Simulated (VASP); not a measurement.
Input of a VASP 6.6.1 run:

The input INCAR:

```
SYSTEM = SnSe
  PREC = Accurate
  ENCUT = 520
  EDIFF = 1E-6
  ISMEAR = 0
  SIGMA = 0.05
  LREAL = .False.
  LASPH = .True.
  NELM = 80
  ALGO = Normal
  ISIF = 2
  LWAVE = .False.
  LCHARG = .False.
  GGA = CA
  NBANDS = 17
```

KPOINTS

```
Automatic mesh
0
Gamma
  10 10 10
  0 0 0
```

The input POSCAR:

```
SnSe
1.0
    0.0000000000      2.9870178246      2.8675371116
    2.9870178246      0.0000000000      2.8675371116
    2.9870178246      2.9870178246      0.0000000000
Sn Se
1 1
Direct
    0.0000000000      0.0000000000      0.0000000000
    0.5000000000      0.5000000000      0.5000000000
```

Potentials or basis: VASP PAW LDA potentials, release 64 (Sn_d, Se).

Command:

```sh
$ cat potpaw_LDA.64/Sn_d/POTCAR potpaw_LDA.64/Se/POTCAR > POTCAR
$ mpirun -np 1 vasp_std > vasp.out
```

Task: Predict the pressure.

Result: 0.5 GPa.

Task: What does it give for the band gap on the k mesh?

Result: 0.29 eV (least direct gap 0.44 eV).

Stress tensor (GPa, compression positive):
```
-1.63  0.00  0.00
 0.00 -1.63  0.00
 0.00  0.00  4.80
```

Caveat: spin-orbit coupling is left out, which moves the levels of the heavy elements. A k mesh can miss the band edges.
